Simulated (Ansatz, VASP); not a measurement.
## NaCl in VASP and in Ansatz

```
Cl Na
1.0
     3.50219    0.00000    0.00000
     0.00000    3.50219    0.00000
     0.00000    0.00000    3.50219
Cl Na
1 1
Direct
  0.50000 0.50000 0.50000
  0.00000 0.00000 0.00000
```

Alike in both runs: functional RPBE; k mesh 8 × 8 × 8; occupations fermi-dirac, width 0.05 eV; no spin polarisation.

```csv
,VASP,Ansatz
version,VASP 6.6.1,Ansatz 0.2.0
potentials or method,"VASP PAW PBE potentials, release 64 (Cl, Na_pv), cutoff 520 eV","all-electron LAPW, scalar-relativistic"
task,single point,band structure
```

|  | VASP | Ansatz | Ansatz less VASP |
| --- | --- | --- | --- |
| gap on the k mesh at the Fermi level (eV) | 4.27 | 4.27 | 0.000 |
| least direct gap on the mesh (eV) | 4.75 | 4.75 | 0.000 |
| pressure (GPa) | 1.9 | 1.9 | +0.07 |

VASP's potentials were made for PBE, not for RPBE. Ansatz ran all-electron here, and VASP with PAW potentials.
